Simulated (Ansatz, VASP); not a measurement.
**In2GaP3: VASP beside Ansatz**

Contents of INCAR:

```
SYSTEM = In2GaP3
  PREC = Accurate
  ENCUT = 600
  EDIFF = 1E-6
  ISMEAR = 0
  SIGMA = 0.1
  LREAL = .False.
  LASPH = .True.
  NELM = 80
  ALGO = Normal
  ISIF = 3
  LWAVE = .False.
  LCHARG = .False.
  GGA = PE
  IBRION = 2
  NSW = 100
  EDIFFG = -0.01
```

Contents of KPOINTS:

```
regular mesh
0
Gamma
  12 12 4
  0 0 0
```

File POSCAR:

```
In2GaP3
1.0
    3.8070549575      0.0000000000      0.0000000000
   -1.9035274788      3.2970063068      0.0000000000
    0.0000000000      0.0000000000      9.4909414716
In Ga P
2 1 3
Direct
    0.6666666667      0.3333333333      0.8257858679
    0.3333333333      0.6666666667      0.1742141321
    0.0000000000      0.0000000000      0.5000000000
    0.3333333333      0.6666666667      0.6494387725
    0.6666666667      0.3333333333      0.3505612275
    0.0000000000      0.0000000000      0.0000000000
```

Input for Ansatz:

```yaml
crystal:
  lattice:
    - [3.8070549575, 0.0, 0.0]
    - [-1.9035274788, 3.2970063068, 0.0]
    - [0.0, 0.0, 9.4909414716]
  atoms:
    - { symbol: In, position: [0.6666666667, 0.3333333333, 0.8257858679] }
    - { symbol: In, position: [0.3333333333, 0.6666666667, 0.1742141321] }
    - { symbol: Ga, position: [0.0, 0.0, 0.5] }
    - { symbol: P, position: [0.3333333333, 0.6666666667, 0.6494387725] }
    - { symbol: P, position: [0.6666666667, 0.3333333333, 0.3505612275] }
    - { symbol: P, position: [0.0, 0.0, 0.0] }
basis:
  ecutwfc: 420
kpoints:
  mp_grid: { grid: [12, 12, 4] }
hamiltonian:
  xc: pbe
scf:
  occupations: { method: gaussian, width: 0.1 }
output:
  forces: true
  stress: true
  eigenvalues: true
  write_density: true
  write_potential: true
  elf: true
  volumetric_format: npy
relax:
  adjacent_minimum: "off"
  f_tol: 0.01
  max_steps: 80
  cell: { stress_tol: 0.05 }
```

Alike in both runs: task relaxation of cell and atoms; functional PBE; k mesh 12 × 12 × 4; occupations gaussian, width 0.1 eV; no spin polarisation.

|  | VASP | Ansatz |
| --- | --- | --- |
| version | VASP 6.6.1 | Ansatz 0.2.0 |
| potentials or method | VASP PAW PBE potentials, release 64 (In_d, Ga_d, P), cutoff 600 eV | scalar-relativistic, plane waves, PAW |
| valence electrons in the cell | 54 | 54 |

```csv
,VASP,Ansatz,Ansatz less VASP
"gap on the k mesh at the Fermi level, each at its own relaxed structure (eV)",none,none,-
relaxed volume (Å³/atom),19.85,19.86,+0.007
relaxed length of the cell vector where the two differ most in proportion (Å),3.833,3.834,+0.0012
```

A gap of «none» marks a metal or a gap that the smearing closes.
